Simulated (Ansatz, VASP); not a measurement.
One calculation of Si5PdW, two programs

```xyz
7
Lattice="4.3222 0.0000 0.0000 0.0000 4.3222 0.0000 0.0000 0.0000 5.9189" Properties=species:S:1:pos:R:3 pbc="T T T"
Si    0.0000    2.1611    4.2876
Si    2.1611    0.0000    4.2876
Si    0.0000    2.1611    1.6313
Si    2.1611    0.0000    1.6313
Si    2.1611    2.1611    0.0000
Pd    0.0000    0.0000    0.0000
W     0.0000    0.0000    2.9595
```

Alike in both runs: functional PBE; k mesh 4 × 4 × 3; occupations gaussian, width 0.2 eV; no spin polarisation.

Ansatz relaxed the structure, and its values are those at the end. VASP's run is a single point on that final structure, the one shown.

```csv
,VASP,Ansatz
version,VASP 6.6.1,Ansatz 0.2.0
potentials or method,"VASP PAW PBE potentials, release 64 (Si, Pd, W_sv), cutoff 520 eV","scalar-relativistic, plane waves, PAW"
valence electrons in the cell,44,52
```

Ansatz gave:

```
gap on the k mesh at the Fermi level (eV) : none
pressure (GPa)                            : 0.0
rms of the force components (eV/Å)        : 0.010
```

Task: What did VASP give for the same quantities?

Result: gap on the k mesh at the Fermi level (eV): none; pressure (GPa): 0.0; rms of the force components (eV/Å): 0.007.

A gap of «none» marks a metal or a gap that the smearing closes. With one functional, cell and mesh, what is left measures potentials, basis and numerics. VASP's potentials hold 44 valence electrons a cell and Ansatz's 52, so a difference there can come from the potentials and not from the codes.

The k mesh is coarse, so the values compare programs but aren't converged. Neither program's run includes spin-orbit coupling.
